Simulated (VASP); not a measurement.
The system is Bi.

```xyz
2
Lattice="0.0000 3.5043 3.5043 3.5043 0.0000 3.5043 3.5043 3.5043 0.0000" Properties=species:S:1:pos:R:3 pbc="T T T"
Bi    0.0000    0.0000    0.0000
Bi    1.7522    1.7522    1.7522
```

The cell was built from a structure type or drawn by symmetry, and may not be a known phase.

```yaml
Program: VASP 6.6.1
Task: relaxation of cell and atoms
Functional: PBE
Potentials_or_basis: VASP PAW PBE potentials, release 64 (Bi_d)
Cutoff: 600 eV
k_mesh: 4 × 4 × 4
Occupations: gaussian, width 0.1 eV
Spin: no spin polarisation
```

At the start: pressure 3.7 GPa; volume 43.03 Å³/atom.

**Question.** How do energy, volume and symmetry change on relaxing?

**Answer.** Over 3 steps the energy falls by 47.1 meV/atom and the volume is 47.48 Å³/atom (+10.3 %); space group Fd-3m (No. 227, to 0.1 Å) before and after.

The path:
| step | energy change (eV) | largest force (eV/Å) | pressure (GPa) | volume (Å³) |
| --- | --- | --- | --- | --- |
| 1 | 0.0000 | 0.0000 | 3.70 | 86.07 |
| 2 | -0.0789 | 0.0000 | -1.15 | 99.06 |
| 3 | -0.0943 | 0.0000 | 0.01 | 94.95 |

Final structure:
```yaml
crystal:
  lattice:
    - [0.00000, 3.62099, 3.62099]
    - [3.62099, 0.00000, 3.62099]
    - [3.62099, 3.62099, 0.00000]
  atoms:
    - { symbol: Bi, position: [0.00000, 0.00000, 0.00000] }
    - { symbol: Bi, position: [0.25000, 0.25000, 0.25000] }
```

Caveat: the k points lie up to 0.38 Å⁻¹ apart in the final cell, too coarse for converged energies and pressures of a metal.
